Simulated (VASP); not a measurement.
# Si16N (a cell with a defect) in VASP: single point with PBE+D3(BJ)

Aim: the single point of Si16N (a cell with a defect) with PBE+D3(BJ).

Program: VASP 6.6.1. These are calculated values, not measurements. Logs are shortened: lines on timing, memory, paths and dates and some standing lists are left out, and cuts for length are marked.

### Step 1. The cell of the first run

The cell holds a defect, 17 atoms: a = 7.679 Å, b = 7.679 Å, c = 7.679 Å, α = 60.00°, β = 60.00°, γ = 60.00°.

### Step 2. Single point, PBE+D3(BJ), collinear spin, ferromagnetic start

INCAR reads:

```
SYSTEM = Si16N
ALGO = Normal
EDIFF = 1E-6
ENCUT = 520
GGA = PE
ISIF = 2
ISMEAR = -1
ISPIN = 2
IVDW = 12
LASPH = .TRUE.
LCHARG = .FALSE.
LORBIT = 11
LREAL = Auto
LWAVE = .FALSE.
MAGMOM = 0 0 0 0 0 0 0 0 0 0 0 0 0 0 0 0 1
NBANDS = 52
NELM = 150
PREC = Accurate
SIGMA = 0.02
```

KPOINTS reads:

```
k-points
0
G
  2 2 2
  0 0 0
```

POSCAR reads:

```
Si16N
1.0
    0.0000000000      5.4300000000      5.4300000000
    5.4300000000      0.0000000000      5.4300000000
    5.4300000000      5.4300000000      0.0000000000
Si N
16 1
Direct
   -0.0136170602      0.0083735718      0.0112858709
    0.1340934570      0.1011939216      0.1378394609
   -0.0089915304      0.0124537378      0.5106422941
    0.1161924664      0.1360630782      0.6362050670
   -0.0193292872      0.4488291784     -0.0525756756
    0.0825516081      0.6424748498      0.1434235505
   -0.0137531840      0.5111389307      0.5093703302
    0.1339843083      0.6396573660      0.6001808404
    0.4988289032      0.0207300576      0.0098893429
    0.6137018718      0.1523869358      0.1382340391
    0.4900503844      0.0127309028      0.5128760836
    0.6171949431      0.1364273594      0.6363765261
    0.4797076119      0.5261548374      0.0267135372
    0.6304069983      0.6496939200      0.1501380192
    0.4985006279      0.5099005597      0.5211841950
    0.6135290787      0.6381285632      0.6528374504
    0.9067120028      0.5970849297      0.0985067680
```

Potentials or basis: VASP PAW PBE potentials, release 64 (Si, N).

Started as:

```bash
$ cat potpaw_PBE.64/Si/POTCAR potpaw_PBE.64/N/POTCAR > POTCAR
$ mpirun -np 1 vasp_std > vasp.out
```

OUTCAR:

```text
SYSTEM = Si16N
   EDIFF = 1E-6
   ENCUT = 520
   GGA = PE
   ISIF = 2
   ISMEAR = -1
   ISPIN = 2
   IVDW = 12
   LASPH = .TRUE.
   LORBIT = 11
   LREAL = Auto
   NELM = 150
   PREC = Accurate
 IVDW          = 12

 ion  position               nearest neighbor table
   1  0.986  0.008  0.011-   6 2.30   2 2.31  10 2.34   4 2.35   5 3.15
   2  0.134  0.101  0.138-   9 2.31   5 2.31   1 2.31   3 2.35
   3  0.991  0.012  0.511-  12 2.34   4 2.35   8 2.35   2 2.35
   4  0.116  0.136  0.636-  11 2.34   3 2.35   7 2.35   1 2.35
   5  0.981  0.449  0.947-  17 1.73   8 2.31   2 2.31  14 2.47   6 3.11   7 3.13   1 3.15
   6  0.083  0.642  0.143-  17 1.77   1 2.30   7 2.30  13 2.50   5 3.11
   7  0.986  0.511  0.509-   6 2.30   8 2.31  16 2.34   4 2.35   5 3.13
   8  0.134  0.640  0.600-  15 2.31   5 2.31   7 2.31   3 2.35
   9  0.499  0.021  0.010-   2 2.31  14 2.33  12 2.34  10 2.35
  10  0.614  0.152  0.138-   1 2.34  13 2.35   9 2.35  11 2.35
  11  0.490  0.013  0.513-   4 2.34  12 2.35  16 2.35  10 2.35
  12  0.617  0.136  0.636-   3 2.34  15 2.34   9 2.34  11 2.35
  13  0.480  0.526  0.027-  10 2.35  16 2.35  14 2.50   6 2.50
  14  0.630  0.650  0.150-  17 1.81  15 2.33   9 2.33   5 2.47  13 2.50
  15  0.499  0.510  0.521-   8 2.31  14 2.33  12 2.34  16 2.35
  16  0.614  0.638  0.653-   7 2.34  13 2.35  11 2.35  15 2.35
  17  0.907  0.597  0.099-   5 1.73   6 1.77  14 1.81

  LATTYP: Found a face centered cubic cell.
 ALAT       =    10.8600000000

  Lattice vectors:

 A1 = (   0.0000000000,   5.4300000000,   5.4300000000)
 A2 = (   5.4300000000,   0.0000000000,   5.4300000000)
 A3 = (   5.4300000000,   5.4300000000,   0.0000000000)

Analysis of symmetry for initial positions (statically):
=====================================================================
 Subroutine PRICEL returns:
 Original cell was already a primitive cell.

 Routine SETGRP: Setting up the symmetry group for a
 face centered cubic supercell.

 Subroutine GETGRP returns: Found  1 space group operations
 (whereof  1 operations were pure point group operations)
 out of a pool of 48 trial point group operations.

The static configuration has the point symmetry C_1 .

Analysis of symmetry for dynamics (positions and initial velocities):
=====================================================================
 Subroutine PRICEL returns:
 Original cell was already a primitive cell.

 Routine SETGRP: Setting up the symmetry group for a
 face centered cubic supercell.

 Subroutine GETGRP returns: Found  1 space group operations
 (whereof  1 operations were pure point group operations)
 out of a pool of 48 trial point group operations.

The dynamic configuration has the point symmetry C_1 .

Analysis of structural, dynamic, and magnetic symmetry:
=====================================================================
[... 172 lines left out ...]

 E-fermi :   6.1256     XC(G=0):  -9.5388

 val. band max:        6.0593963053   @ k =   0.0000   0.0000   0.5000
 cond. band min:       6.1799118868   @ k =   0.0000   0.0000   0.0000
 fundamental gap:      0.1205155815
 Fermi energy:         6.1256088599

 spin component 1

 k-point     1 :       0.0000    0.0000    0.0000
  band No.  band energies     occupation
      1     -10.4517      1.00000
      2      -5.7256      1.00000
      3      -4.1111      1.00000
      4      -3.7546      1.00000
      5      -3.7363      1.00000
      6      -3.1558      1.00000
[... 381 lines left out ...]
     45      10.0459      0.00000
     46      10.2200      0.00000
 Fermi energy:         6.1256088599

 spin component 2

 k-point     1 :       0.0000    0.0000    0.0000
  band No.  band energies     occupation
      1     -10.4516      1.00000
      2      -5.7256      1.00000
      3      -4.1111      1.00000
      4      -3.7546      1.00000
      5      -3.7363      1.00000
      6      -3.1558      1.00000
[... 381 lines left out ...]
     45      10.0459      0.00000
     46      10.2200      0.00000
 [bands above 46 left out]

------------------------ aborting loop because EDIFF is reached ----------------------------------------

 Edisp (eV)   -5.26352

 E8    (eV) :    -2.1595

  FORCE on cell =-STRESS in cart. coord.  units (eV):
  Direction    XX          YY          ZZ          XY          YZ          ZX
  --------------------------------------------------------------------------------------
  -------------------------------------------------------------------------------------
  Total       7.61096     0.40223     0.45520     0.26731    -1.72425     0.31320
  in kB      38.08208     2.01260     2.27763     1.33749    -8.62743     1.56714
  external pressure =       14.12 kB  Pullay stress =        0.00 kB

 VOLUME and BASIS-vectors are now :
 -----------------------------------------------------------------------------
  energy-cutoff  :      520.00
  volume of cell :      320.21
      direct lattice vectors                 reciprocal lattice vectors
     0.000000000  5.430000000  5.430000000    -0.092081031  0.092081031  0.092081031
     5.430000000  0.000000000  5.430000000     0.092081031 -0.092081031  0.092081031
     5.430000000  5.430000000  0.000000000     0.092081031  0.092081031 -0.092081031

 POSITION                                       TOTAL-FORCE (eV/Angst)
 -----------------------------------------------------------------------------------
      0.10675      5.41734      5.40153        -0.007920     -0.010016      0.004990
      1.29795      1.47660      1.27761        -0.006219      0.001977      0.001723
      2.84041      8.15396      5.44880         0.018530     -0.003167     -0.003402
      4.19342      4.08552      1.36975        -0.007822      0.001161      0.003147
      7.58166     10.46956      7.76218         0.010386      0.028365      0.024122
      4.26743      1.22705      3.93689         0.025139     -0.007509     -0.011904
[... 9 lines left out ...]
      7.00995      6.87637      6.79650         0.003667     -0.022950      0.009390
      3.77706      5.45834      8.16562        -0.023431     -0.010258     -0.002940
 -----------------------------------------------------------------------------------
    total drift:                                0.005241      0.008445      0.003956

  FREE ENERGIE OF THE ION-ELECTRON SYSTEM (eV)
  ---------------------------------------------------
  free  energy   TOTEN  =       -97.6297293115 eV

  energy  without entropy=      -97.6271369900  energy(sigma->0) =      -97.62843315

 total charge

# of ion       s       p       d       tot
------------------------------------------
    1        0.747   0.967   0.000   1.714
    2        0.753   0.974   0.000   1.727
    3        0.738   0.952   0.000   1.691
    4        0.739   0.954   0.000   1.693
    5        0.770   0.924   0.000   1.694
    6        0.752   0.917   0.000   1.669
[... 9 lines left out ...]
   16        0.741   0.956   0.000   1.697
   17        1.252   2.596   0.000   3.848
--------------------------------------------------
tot         13.206  17.756   0.000  30.962

 magnetization (x)

# of ion       s       p       d       tot
------------------------------------------
    1        0.000   0.000   0.000   0.000
    2        0.000   0.000   0.000   0.000
    3       -0.000  -0.000   0.000  -0.000
    4        0.000   0.000   0.000   0.000
    5       -0.000  -0.000   0.000  -0.000
    6       -0.000  -0.000   0.000  -0.000
[... 9 lines left out ...]
   16       -0.000  -0.000   0.000  -0.000
   17       -0.000   0.000   0.000   0.000
--------------------------------------------------
tot         -0.000   0.000   0.000  -0.000
```

OSZICAR:

```text
N       E                     dE             d eps       ncg     rms          rms(c)
DAV:   1     0.183094184218E+03    0.18309E+03   -0.26852E+04  1664   0.110E+03
DAV:   2    -0.760418234684E+02   -0.25914E+03   -0.24418E+03  2048   0.172E+02
DAV:   3    -0.956040502503E+02   -0.19562E+02   -0.19223E+02  2160   0.440E+01
DAV:   4    -0.960407263308E+02   -0.43668E+00   -0.43558E+00  2064   0.797E+00
DAV:   5    -0.960508708920E+02   -0.10145E-01   -0.10138E-01  2184   0.115E+00    0.177E+01
DAV:   6    -0.924264242168E+02    0.36244E+01   -0.97187E+00  2424   0.152E+01    0.101E+01
DAV:   7    -0.925050091634E+02   -0.78585E-01   -0.53676E+00  1888   0.728E+00    0.531E+00
DAV:   8    -0.924045064339E+02    0.10050E+00   -0.13278E+00  2288   0.436E+00    0.237E+00
DAV:   9    -0.923572073095E+02    0.47299E-01   -0.31218E-01  2208   0.252E+00    0.966E-01
DAV:  10    -0.923641419820E+02   -0.69347E-02   -0.17989E-01  1992   0.130E+00    0.455E-01
DAV:  11    -0.923648591038E+02   -0.71712E-03   -0.13185E-02  2000   0.525E-01    0.248E-01
DAV:  12    -0.923660804910E+02   -0.12214E-02   -0.65027E-03  2000   0.259E-01    0.975E-02
DAV:  13    -0.923661492858E+02   -0.68795E-04   -0.61756E-04  2296   0.118E-01    0.430E-02
DAV:  14    -0.923662203490E+02   -0.71063E-04   -0.31338E-04  1928   0.585E-02    0.318E-02
DAV:  15    -0.923662096660E+02    0.10683E-04   -0.58883E-05  2504   0.340E-02    0.884E-03
DAV:  16    -0.923662139531E+02   -0.42871E-05   -0.31521E-05  1920   0.194E-02    0.475E-03
DAV:  17    -0.923662140994E+02   -0.14623E-06   -0.57928E-07  1168   0.371E-03
   1 F= -.97629729E+02 E0= -.97628433E+02  d E =-.259232E-02  mag=     0.0000
```

Run time: 5.3 min. Hardware: 1 thread of Intel Xeon Platinum 8488C (Sapphire Rapids), shared host; peak memory 0.71 GiB.

Results:

```
Free energy                                           : -97.6297 eV
Pressure                                              : 1.4 GPa
Largest force                                         : 0.041 eV/Å
Net moment                                            : 0.00 μB per cell
Valence electrons inside the program's atomic spheres : Si 1.71, 1.73, 1.69, 1.67, 1.70, 1.64, 1.63 (each value once); N 3.85
Dispersion energy per atom                            : -0.310 eV
```

Forces on the atoms (eV/Å):
```
Si  -0.008 -0.010  0.005
Si  -0.006  0.002  0.002
Si   0.019 -0.003 -0.003
Si  -0.008  0.001  0.003
Si   0.010  0.028  0.024
Si   0.025 -0.008 -0.012
Si  -0.007  0.006 -0.009
Si  -0.007  0.001  0.001
Si  -0.009 -0.010  0.005
Si   0.003  0.011 -0.023
Si   0.008  0.005  0.005
Si   0.000 -0.001  0.000
Si  -0.032  0.001  0.005
Si   0.040  0.002  0.001
Si  -0.008  0.007 -0.010
Si   0.004 -0.023  0.009
N   -0.023 -0.010 -0.003
```

Levels at points of the mesh, in eV from the Fermi level:
Spin up:
```csv
k point,band 30,band 31,band 32,band 33,band 34,band 35,band 36,band 37,band 38,band 39
"(0.00, 0.00, 0.00)",-1.21,-1.19,-0.73,-0.45,-0.25,-0.21,0.05,0.65,0.72,0.80
"(0.50, 0.00, 0.00)",-1.45,-1.41,-1.01,-0.97,-0.50,0.36,0.96,1.28,1.37,1.39
"(0.00, 0.50, 0.00)",-1.55,-1.10,-1.09,-0.96,-0.64,-0.07,1.06,1.24,1.32,1.35
"(0.00, 0.00, 0.50)",-1.55,-1.10,-1.09,-0.96,-0.64,-0.07,1.05,1.24,1.31,1.35
"(0.50, 0.50, 0.50)",-1.56,-1.30,-1.05,-0.71,-0.17,-0.12,0.89,1.30,1.37,1.46
"(0.50, 0.50, 0.00)",-1.78,-1.65,-1.48,-1.35,-0.90,0.42,1.13,1.50,2.13,2.25
"(0.00, 0.50, 0.50)",-1.72,-1.63,-1.54,-1.53,-0.32,0.31,0.88,1.28,1.78,2.15
"(0.50, 0.00, 0.50)",-1.78,-1.65,-1.48,-1.35,-0.90,0.41,1.13,1.50,2.13,2.25
```
Spin down:
```
           k point  band 32  band 33  band 34  band 35  band 36  band 37
(0.00, 0.00, 0.00)    -0.73    -0.45    -0.25    -0.21     0.05     0.65
(0.50, 0.00, 0.00)    -1.01    -0.97    -0.50     0.36     0.96     1.28
(0.00, 0.50, 0.00)    -1.09    -0.96    -0.64    -0.07     1.06     1.24
(0.00, 0.00, 0.50)    -1.09    -0.96    -0.64    -0.07     1.05     1.24
(0.50, 0.50, 0.50)    -1.05    -0.71    -0.17    -0.12     0.89     1.30
(0.50, 0.50, 0.00)    -1.48    -1.35    -0.90     0.42     1.13     1.50
(0.00, 0.50, 0.50)    -1.54    -1.53    -0.32     0.31     0.88     1.28
(0.50, 0.00, 0.50)    -1.48    -1.35    -0.90     0.41     1.13     1.50
```

Caveat: the k points lie up to 0.50 Å⁻¹ apart.
